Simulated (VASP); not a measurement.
Write the native input for VASP 6.6.1 that does the following.

- Task: single point
- Functional: PBE0
- Potentials or basis: VASP PAW PBE potentials, release 64 (K_sv, I)
- Cutoff: 520 eV
- k mesh: 4 × 4 × 4
- Occupations: gaussian, width 0.01 eV
- Spin: no spin polarisation
- Dipole correction: no
- Grid for exact exchange (PRECFOCK): Normal
- Further INCAR settings: ALGO = Normal; EDIFF = 1e-06; NBANDS = 15
- Share of exact exchange: 0.25

KI:

```xyz
2
Lattice="0.0000 3.9659 3.9659 3.9659 0.0000 3.9659 3.9659 3.9659 0.0000" Properties=species:S:1:pos:R:3 pbc="T T T"
K     0.0000    0.0000    0.0000
I     1.9829    1.9829    1.9829
```

These files were run (other wordings do the same):

POSCAR

```
KI
1.0
    0.0000000000      3.9658927787      3.9658927787
    3.9658927787      0.0000000000      3.9658927787
    3.9658927787      3.9658927787      0.0000000000
K I
1 1
Direct
    0.0000000000      0.0000000000      0.0000000000
    0.2500000000      0.2500000000      0.2500000000
```

INCAR.step1

```
SYSTEM = KI
PREC = Accurate
ENCUT = 520
EDIFF = 1E-5
ISMEAR = 0
SIGMA = 0.01
LREAL = .False.
LASPH = .True.
NELM = 60
ALGO = Normal
ISIF = 2
LWAVE = .True.
LCHARG = .False.
NBANDS = 15
GGA = PE
```

INCAR.step2

```
SYSTEM = KI
PREC = Accurate
ENCUT = 520
EDIFF = 1E-6
ISMEAR = 0
SIGMA = 0.01
LREAL = .False.
LASPH = .True.
NELM = 60
ALGO = Normal
ISIF = 2
LWAVE = .False.
LCHARG = .False.
GGA = PE
LHFCALC = .True.
AEXX = 0.25
PRECFOCK = Normal
NBANDS = 15
ISTART = 1
```

KPOINTS

```
regular mesh
0
Gamma
  4 4 4
  0 0 0
```

Potentials or basis: VASP PAW PBE potentials, release 64 (K_sv, I).

The run is started by

```console
$ cat potpaw_PBE.64/K_sv/POTCAR potpaw_PBE.64/I/POTCAR > POTCAR
$ cp INCAR.step1 INCAR
$ mpirun -np 1 vasp_std > vasp.out
$ cp INCAR.step2 INCAR
$ mpirun -np 1 vasp_std > vasp.out
```

Results of the run:

The pressure is 0.1 GPa and the band gap on the k mesh is 5.60 eV.

Caveat: the PAW data sets were made with another functional, which shifts forces and pressure a little; spin-orbit coupling is left out, which moves the levels of the heavy elements.

It took 4.1 min on 1 thread of Intel(R) Xeon(R) 6975P-C (Granite Rapids), on a shared host, peak memory 0.28 GiB.
